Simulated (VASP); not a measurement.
Set up this calculation in VASP 6.6.1, as the native input.

- Task: single point
- Functional: PBE
- Potentials or basis: VASP PAW PBE potentials, release 64 (Al, Na_pv)
- Cutoff: 520 eV
- k mesh: 3 × 4 × 1
- Occupations: gaussian, width 0.15 eV
- Spin: no spin polarisation
- Dipole correction: no
- Further INCAR settings: LREAL = Auto; ALGO = Normal; EDIFF = 1e-06; NBANDS = 42

The structure of NaAl16 lies in POSCAR:

```
NaAl16
1.0
    8.1000000000      0.0000000000      0.0000000000
    0.0000000000      5.7275650000      0.0000000000
    0.0000000000      0.0000000000     17.2956740000
Al Na
16 1
Direct
    0.2500000000      0.2499999564      0.0578179260
    0.7500000000      0.2499999564      0.0578179260
    0.2500000000      0.7500000436      0.0578179260
    0.7500000000      0.7500000436      0.0578179260
   -0.0028143210      0.0000008730      0.1341666708
    0.5027760494      0.0000010476      0.1342466330
   -0.0005776543      0.4999964208      0.1329156065
    0.5005396296      0.4999960716      0.1326908682
    0.2497358025      0.2435307151      0.2205820947
    0.7500919753      0.2521603858      0.2223435178
    0.2497356790      0.7564392547      0.2205772958
    0.7500924691      0.7479101503      0.2223371000
   -0.0032475309     -0.0000089043      0.3008152212
    0.5030769136     -0.0000090789      0.3006516543
    0.0116354321      0.4999958970      0.2957814191
    0.4882703704      0.4999957224      0.2953082950
    0.7498016049      0.5000584018      0.4144041452
```

The input as run:

INCAR

```
SYSTEM = NaAl16
ALGO = Normal ; EDIFF = 1E-6
ENCUT = 520 ; GGA = PE
ISIF = 2 ; ISMEAR = 0
LASPH = .True. ; LCHARG = .False.
LREAL = Auto ; LWAVE = .False.
NBANDS = 42 ; NELM = 100
PREC = Accurate ; SIGMA = 0.15
```

KPOINTS

```
k-points
0
Gamma
  3 4 1
  0 0 0
```

Potentials or basis: VASP PAW PBE potentials, release 64 (Al, Na_pv).

Launch:

```bash
$ cat potpaw_PBE.64/Al/POTCAR potpaw_PBE.64/Na_pv/POTCAR > POTCAR
$ mpirun -np 1 vasp_std > vasp.out
```

Results of the run:

```yaml
Largest_force: 0.031 eV/Å
Band_gap_on_the_k_mesh: zero (an odd number of electrons rules out a gap without spin polarisation)
```

Caveat: there is no dipole correction, which matters where the two faces differ.

Wall time 15 min on 1 thread of Oxide Virtual Turin-like Processor (shared host), peak memory 0.75 GiB.
